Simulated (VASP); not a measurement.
# MoS2 (R3m) in VASP: notebook

Runs on MoS2. Level: PBEsol. Tasks: single point.

Everything below comes from runs of VASP 6.6.1. Logs are shortened: lines on timing, memory, paths and dates and some standing lists are left out, and cuts for length are marked.

## Step 1: The cell of the first run

Symmetry: R3m, No. 160, trigonal system. Conventional cell: a = 3.112 Å, b = 3.112 Å, c = 18.991 Å, α = 90.00°, β = 90.00°, γ = 120.00°. Within 3.2 Å of Mo (site symmetry 3m) lie 6 S at 2.39 Å and 6 Mo at 3.11 Å. Within 3.2 Å of S (site symmetry 3m) lie 3 Mo at 2.39 Å and 7 S at 3.11 to 3.14 Å. S (site symmetry 3m) has 3 Mo at 2.39 Å and 7 S at 3.11 to 3.14 Å within 3.2 Å.

## Step 2: Single point, PBEsol

File INCAR:

```
SYSTEM = MoS2
  PREC = Accurate
  ENCUT = 520
  EDIFF = 1E-7
  ISMEAR = 0
  SIGMA = 0.02
  LREAL = .FALSE.
  LASPH = .TRUE.
  NELM = 100
  ALGO = Normal
  ISIF = 2
  LWAVE = .FALSE.
  LCHARG = .FALSE.
  GGA = PS
  NBANDS = 49
```

File KPOINTS:

```
regular mesh
0
G
  12 12 2
  0 0 0
```

File POSCAR:

```
MoS2
1.0
    3.1116390454      0.0000000000      0.0000000000
   -1.5558195227      2.6947584607      0.0000000000
    0.0000000000      0.0000000000     18.9909310803
Mo S
3 6
Direct
    0.0000000000      0.0000000000      0.0002316428
    0.6666666667      0.3333333333      0.3335649761
    0.3333333333      0.6666666667      0.6668983095
    0.3333333333      0.6666666667      0.2509206600
    0.6666666667      0.3333333333      0.0828466973
    0.0000000000      0.0000000000      0.5842539933
    0.3333333333      0.6666666667      0.4161800306
    0.6666666667      0.3333333333      0.9175873266
    0.0000000000      0.0000000000      0.7495133639
```

Potentials or basis: VASP PAW PBE potentials, release 64 (Mo_sv, S).

Command:

```console
> cat potpaw_PBE.64/Mo_sv/POTCAR potpaw_PBE.64/S/POTCAR > POTCAR
> mpirun -np 1 vasp_std > vasp.out
```

OUTCAR:

```text
SYSTEM = MoS2
   PREC = Accurate
   ENCUT = 520
   EDIFF = 1E-7
   ISMEAR = 0
   LREAL = .FALSE.
   LASPH = .TRUE.
   NELM = 100
   ISIF = 2
   GGA = PS

 ion  position               nearest neighbor table
   1  0.000  0.000  0.000-   5 2.39   5 2.39   5 2.39   8 2.39   8 2.39   8 2.39
   2  0.667  0.333  0.334-   7 2.39   7 2.39   7 2.39   4 2.39   4 2.39   4 2.39
   3  0.333  0.667  0.667-   9 2.39   9 2.39   9 2.39   6 2.39   6 2.39   6 2.39
   4  0.333  0.667  0.251-   2 2.39   2 2.39   2 2.39
   5  0.667  0.333  0.083-   1 2.39   1 2.39   1 2.39
   6  0.000  0.000  0.584-   3 2.39   3 2.39   3 2.39
   7  0.333  0.667  0.416-   2 2.39   2 2.39   2 2.39
   8  0.667  0.333  0.918-   1 2.39   1 2.39   1 2.39
   9  0.000  0.000  0.750-   3 2.39   3 2.39   3 2.39

  LATTYP: Found a hexagonal cell.
 ALAT       =     3.1116390454
 C/A-ratio  =     6.1031921772

  Lattice vectors:

 A1 = (   3.1116390454,   0.0000000000,   0.0000000000)
 A2 = (  -1.5558195227,   2.6947584607,   0.0000000000)
 A3 = (   0.0000000000,   0.0000000000,  18.9909310803)

Analysis of symmetry for initial positions (statically):
=====================================================================
 Subroutine PRICEL returns following result:

  LATTYP: Found a trigonal (rhomboedric) cell.
 ALAT       =     6.5802934405
 COS(alpha) =     0.8881958544

  Lattice vectors:

 A1 = (   1.5558195225,  -0.8982528201,  -6.3303103595)
 A2 = (  -1.5558195224,  -0.8982528204,  -6.3303103614)
 A3 = (  -0.0000000002,   1.7965056406,  -6.3303103595)

   3 primitive cells build up your supercell.

 Routine SETGRP: Setting up the symmetry group for a
 hexagonal supercell.

 Subroutine GETGRP returns: Found  6 space group operations
 (whereof  6 operations were pure point group operations)
 out of a pool of 24 trial point group operations.

The static configuration has the point symmetry C_3v.

Analysis of symmetry for dynamics (positions and initial velocities):
=====================================================================
 Subroutine PRICEL returns following result:

  LATTYP: Found a trigonal (rhomboedric) cell.
 ALAT       =     6.5802934405
 COS(alpha) =     0.8881958544

  Lattice vectors:

 A1 = (   1.5558195225,  -0.8982528201,  -6.3303103595)
 A2 = (  -1.5558195224,  -0.8982528204,  -6.3303103614)
 A3 = (  -0.0000000002,   1.7965056406,  -6.3303103595)

   3 primitive cells build up your supercell.

 Routine SETGRP: Setting up the symmetry group for a
 hexagonal supercell.

 Subroutine GETGRP returns: Found  6 space group operations
 (whereof  6 operations were pure point group operations)
 out of a pool of 24 trial point group operations.

The dynamic configuration has the point symmetry C_3v.

 Subroutine INISYM returns: Found  6 space group operations
 (whereof  6 operations are pure point group operations),
 and found     3 'primitive' translations

----------------------------------------------------------------------------------------

                                     Primitive cell

  volume of cell :      53.0804

  direct lattice vectors                    reciprocal lattice vectors
     1.555819523 -0.898252820 -6.330310359     0.321374037 -0.185545386 -0.052656713
    -1.555819522 -0.898252820 -6.330310361    -0.321374036 -0.185545386 -0.052656713
    -0.000000000  1.796505641 -6.330310359     0.000000000  0.371090773 -0.052656713

  length of vectors
     6.580293440  6.580293442  6.580293441     0.374808072  0.374808072  0.374808072

  position of ions in fractional coordinates (direct lattice)
     0.999768357  0.999768357  0.999768357
     0.415746007  0.415746007  0.415746007
     0.250486636  0.250486636  0.250486636

  ion indices of the primitive-cell ions
   primitive index   ion index
                 1           1
                 2           6
                 3           9

----------------------------------------------------------------------------------------

 KPOINTS: regular mesh

Automatic generation of k-mesh.
 Grid dimensions read from file:
 generate k-points for:   12   12    2

 Generating k-lattice:

  Cartesian coordinates                     Fractional coordinates (reciprocal lattice)
     0.026781170  0.015462116  0.000000000     0.083333333  0.000000000  0.000000000
     0.000000000  0.030924231  0.000000000     0.000000000  0.083333333  0.000000000
     0.000000000  0.000000000  0.026328356     0.000000000  0.000000000  0.500000000

  Length of vectors
     0.030924231  0.030924231  0.026328356

  Shift w.r.t. Gamma in fractional coordinates (k-lattice)
     0.000000000  0.000000000  0.000000000

 Subroutine IBZKPT returns following result:
 ===========================================

 Found     38 irreducible k-points:

 Following reciprocal coordinates:
            Coordinates               Weight
  0.000000  0.000000  0.000000      1.000000
  0.083333  0.000000  0.000000      6.000000
  0.166667 -0.000000  0.000000      6.000000
  0.250000  0.000000  0.000000      6.000000
  0.333333  0.000000  0.000000      6.000000
  0.416667  0.000000  0.000000      6.000000
[... 16 lines left out ...]
  0.250000  0.000000  0.500000      6.000000
  0.333333  0.000000  0.500000      6.000000
 [... further k-points ...]
   k-points           NKPTS =     38   k-points in BZ     NKDIM =     38   number of bands    NBANDS=     49
   number of dos      NEDOS =    301   number of ions     NIONS =      9
   total plane-waves  NPLWV =  82944
   dimension x,y,z NGX =    24 NGY =   24 NGZ =  144
   dimension x,y,z NGXF=    48 NGYF=   48 NGZF=  288
   ions per type =               3   6
   NGX,Y,Z   is equivalent  to a cutoff of  12.82, 12.82, 12.61 a.u.
   NGXF,Y,Z  is equivalent  to a cutoff of  25.65, 25.65, 25.21 a.u.
 SYSTEM =  MoS2
   PREC   = accura    normal or accurate (medium, high low for compatibility)
   ISTART =      0    job   : 0-new  1-cont  2-samecut
   ICHARG =      2    charge: 1-file 2-atom 10-const
   ISPIN  =      1    spin polarized calculation?
   LNONCOLLINEAR =      F non collinear calculations
   LSORBIT =      F    spin-orbit coupling
   LASPH  =      T    aspherical Exc in radial PAW
   ENCUT  =  520.0 eV  38.22 Ry    6.18 a.u.   5.79  5.79 35.31*2*pi/ulx,y,z
   NELM   =    100;   NELMIN=  2; NELMDL= -5     # of ELM steps
   EDIFF  = 0.1E-06   stopping-criterion for ELM
   LREAL  =      F    real-space projection
   EDIFFG = 0.1E-05   stopping-criterion for IOM
   NSW    =      0    number of steps for IOM
   IBRION =     -1    ionic relax: 0-MD 1-quasi-New 2-CG
   NFREE  =      0    steps in history (QN), initial steepest desc. (CG)
   ISIF   =      2    stress and relaxation
   ISYM   =      2    0-nonsym 1-usesym 2-fastsym
   POTIM  = 0.5000    time-step for ionic-motion
   TEBEG  =    0.0;   TEEND  =   0.0 temperature during run
   PSTRESS=    0.0 pullay stress
   NELECT =      78.0000    total number of electrons
   NUPDOWN=      -1.0000    fix difference up-down
   EMIN   =  10.00;   EMAX   =-10.00  energy-range for DOS
   EFERMI =   0.00;   METHOD = LEGACY
   ISMEAR =     0;   SIGMA  =   0.02  broadening in eV -4-tet -1-fermi 0-gaus
   EFERMI_NEDOS =   21; number of points for ismear=-14 and -15
   IALGO  =     38    algorithm
   IMIX   =      4    mixing-type and parameters
     AMIX     =   0.40;   BMIX     =  1.00
     AMIX_MAG =   1.60;   BMIX_MAG =  1.00
  volume/ion in A,a.u.               =      17.69       119.40
  Fermi-wavevector in a.u.,A,eV,Ry     =   1.290490  2.438672 22.658654  1.665364
  Thomas-Fermi vector in A             =   2.422318
   LORBIT       =      0    0 simple, 1 ext, 2 COOP (PROOUT), +10 PAW based schemes
   GGA     = PS    functional components
   LHFCALC =     F    Hartree Fock is set to
   AEXX    =    0.0000 exact exchange contribution
   IVDW    =     0    specifies the selected vdW correction
   LEPSILON=     F    determine dielectric tensor
   LRPA    =     F    only Hartree local field effects (RPA)
 non-spin polarized calculation
 Gauss-broadening in eV      SIGMA  =   0.02
  energy-cutoff  :      520.00
  volume of cell :      159.24
 maximum number of plane-waves:      4320
 NGX is ok and might be reduce to    24
   NGX = 11   NGY = 11   NGZ = 71

 number of electron      78.0000008 magnetization

 Free energy of the ion-electron system (eV)
  ---------------------------------------------------
  ext. energy  EPLUGINS =         0.00000000
  ---------------------------------------------------
  free energy    TOTEN  =       -70.32212154 eV

  energy without entropy =      -70.32212154  energy(sigma->0) =      -70.32212154

 E-fermi :   7.4414     XC(G=0): -10.9804

 val. band max:        7.3195304495   @ k =   0.0000   0.0000   0.5000
 cond. band min:       8.4016062968   @ k =   0.1667   0.1667   0.0000
 fundamental gap:      1.0820758473
 Fermi energy:         7.4414204819

 k-point     1 :       0.0000    0.0000    0.0000
  band No.  band energies     occupation
      1     -53.8396      2.00000
      2     -53.8396      2.00000
      3     -53.8396      2.00000
      4     -28.0740      2.00000
      5     -28.0740      2.00000
      6     -28.0740      2.00000
[... 41 lines left out ...]
     48      10.0228      0.00000
     49      10.0731      0.00000

 k-point     2 :       0.0833    0.0000    0.0000
  band No.  band energies     occupation
      1     -53.8362      2.00000
      2     -53.8362      2.00000
      3     -53.8362      2.00000
      4     -28.0676      2.00000
      5     -28.0676      2.00000
      6     -28.0675      2.00000
[... 41 lines left out ...]
     48       9.9232      0.00000
     49      10.0049      0.00000

 k-point     3 :       0.1667   -0.0000    0.0000
  band No.  band energies     occupation
      1     -53.8268      2.00000
      2     -53.8268      2.00000
      3     -53.8268      2.00000
      4     -28.0498      2.00000
      5     -28.0498      2.00000
      6     -28.0498      2.00000
[... 1081 lines left out ...]
     48      10.1685      0.00000
     49      10.7537      0.00000

 k-point    24 :       0.3333    0.0000    0.5000
  band No.  band energies     occupation
      1     -53.8012      2.00000
      2     -53.8012      2.00000
      3     -53.8012      2.00000
      4     -28.1262      2.00000
      5     -28.1262      2.00000
      6     -28.1262      2.00000
[... 41 lines left out ...]
     48      10.6612      0.00000
     49      11.0103      0.00000

 [... further k-points ...]

------------------------ aborting loop because EDIFF is reached ----------------------------------------

  FORCE on cell =-STRESS in cart. coord.  units (eV):
  Direction    XX          YY          ZZ          XY          YZ          ZX
  --------------------------------------------------------------------------------------
  -------------------------------------------------------------------------------------
  Total        2.8143619      2.8143619     -0.0359039      0.0000000      0.0000000     -0.0000000
  in kB       28.3162154     28.3162154     -0.3612409      0.0000000      0.0000000     -0.0000000
  external PRESSURE =      18.7570633 kB  Pullay stress =       0.0000000 kB

 VOLUME and BASIS-vectors are now :
 -----------------------------------------------------------------------------
  energy-cutoff  :      520.00
  volume of cell :      159.24
      direct lattice vectors                 reciprocal lattice vectors
     3.111639045  0.000000000  0.000000000     0.321374036  0.185545386  0.000000000
    -1.555819523  2.694758461  0.000000000     0.000000000  0.371090773  0.000000000
     0.000000000  0.000000000 18.990931080     0.000000000  0.000000000  0.052656713

 POSITION                                       TOTAL-FORCE (eV/Angst)
 -----------------------------------------------------------------------------------
      0.00000      0.00000      0.00440        -0.000000      0.000000     -0.000317
      1.55582      0.89825      6.33471        -0.000000      0.000000     -0.000317
     -0.00000      1.79651     12.66502        -0.000000      0.000000     -0.000317
     -0.00000      1.79651      4.76522         0.000000     -0.000000     -0.000084
      1.55582      0.89825      1.57334         0.000000     -0.000000      0.000402
      0.00000      0.00000     11.09553         0.000000     -0.000000     -0.000084
     -0.00000      1.79651      7.90365         0.000000     -0.000000      0.000402
      1.55582      0.89825     17.42584         0.000000     -0.000000     -0.000084
      0.00000      0.00000     14.23396         0.000000     -0.000000      0.000402
 -----------------------------------------------------------------------------------
    total drift:                                0.000000      0.000000     -0.000532

  FREE ENERGIE OF THE ION-ELECTRON SYSTEM (eV)
  ---------------------------------------------------
  free  energy   TOTEN  =       -70.3221215382 eV

  energy  without entropy=      -70.3221215382  energy(sigma->0) =      -70.32212154
```

Wall time 3.2 min (1 thread of Intel Xeon 6975P-C (Granite Rapids), shared host); peak memory 0.39 GiB.

Results:

| Quantity | Value |
| --- | --- |
| Free energy | -70.3221 eV |
| Pressure | 1.9 GPa |
| Band gap on the k mesh | 1.08 eV |

Stress tensor (GPa, compression positive):
```
 2.83  0.00  0.00
 0.00  2.83  0.00
 0.00  0.00 -0.04
```

Caveat: the PAW data sets were made with another functional, which shifts forces and pressure a little; this functional lacks dispersion, which binds layers or chains, so the pressure and a relaxed spacing across them are unreliable. A k mesh can miss the band edges.

(Part 1 of 2 ends here.)
